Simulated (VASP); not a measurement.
Write the native input for VASP 6.6.1 that does the following.

```
Task                   : single point
Functional             : PBE
Dispersion             : D3(BJ)
Potentials or basis    : VASP PAW PBE potentials, release 64 (O, H, Na_pv, Br)
Cutoff                 : 520 eV
k mesh                 : 1 × 1 × 1
Occupations            : fermi-dirac, width 0.05 eV
Spin                   : no spin polarisation
Dipole correction      : no
Further INCAR settings : ALGO = Normal; EDIFF = 1e-06; NBANDS = 36
```

The structure of NaH8BrO4 lies in POSCAR:

```
NaH8BrO4
1.0
    5.9739610000      0.0000000000      0.0000000000
    0.0000000000      5.9739610000      0.0000000000
    0.0000000000      0.0000000000      5.9739610000
O H Na Br
4 8 1 1
Direct
    0.4745762485      0.2310527303     -0.0512557749
    0.3923527455      0.8822956829      0.4704583776
    0.2289100983      0.4990826020      0.2347353791
    0.8201426156      0.9173310639      0.2392382541
    0.5851059289      0.3281574821     -0.1321066542
    0.5781423749      0.1838980870      0.0668065962
    0.3651346234      0.7534699339      0.3674948665
    0.4033839525      0.8060648538      0.6180991138
    0.1090900995      0.5295146721      0.1340316751
    0.3272702986      0.4060455031      0.1352034270
    0.7829311239      0.9324968810      0.0778043245
    0.6846044023      0.8532529757      0.3109327296
    0.0794782557      0.1629739464      0.4755973466
    0.8809900165      0.5041378744      0.7797506545
```

One way to write it, as run:

INCAR

```
PREC     = Accurate       # precision mode
ENCUT    = 520            # plane-wave cutoff, eV
EDIFF    = 1E-6           # SCF threshold, eV
ISMEAR   = -1             # smearing method
SIGMA    = 0.05           # smearing width, eV
LREAL    = False          # projectors in reciprocal space
LASPH    = True           # aspherical terms in the spheres
NELM     = 120            # most SCF steps
ALGO     = Normal         # electronic algorithm
ISIF     = 2              # what is computed and relaxed
LWAVE    = False          # write WAVECAR
LCHARG   = False          # write CHGCAR
GGA      = PE             # functional
IVDW     = 12             # dispersion correction
NBANDS   = 36             # bands
GGA_COMPAT= False
```

KPOINTS

```
regular mesh
0
Gamma
  1 1 1
```

Potentials or basis: VASP PAW PBE potentials, release 64 (O, H, Na_pv, Br).

The run is started by

```console
$ cat potpaw_PBE.64/O/POTCAR potpaw_PBE.64/H/POTCAR potpaw_PBE.64/Na_pv/POTCAR potpaw_PBE.64/Br/POTCAR > POTCAR
$ mpirun -np 1 vasp_gam > vasp.out
```

Results of the run:

| Quantity | Value |
| --- | --- |
| Pressure | -1.1 GPa |
| Largest force | 1.784 eV/Å |
| Dispersion energy per atom | -0.045 eV |

Caveat: the k points lie up to 1.05 Å⁻¹ apart; the atoms stand as in a frame of molecular dynamics.

It took 30 s on 1 thread of Intel Xeon 8259CL (shared host), peak memory 0.3 GiB.
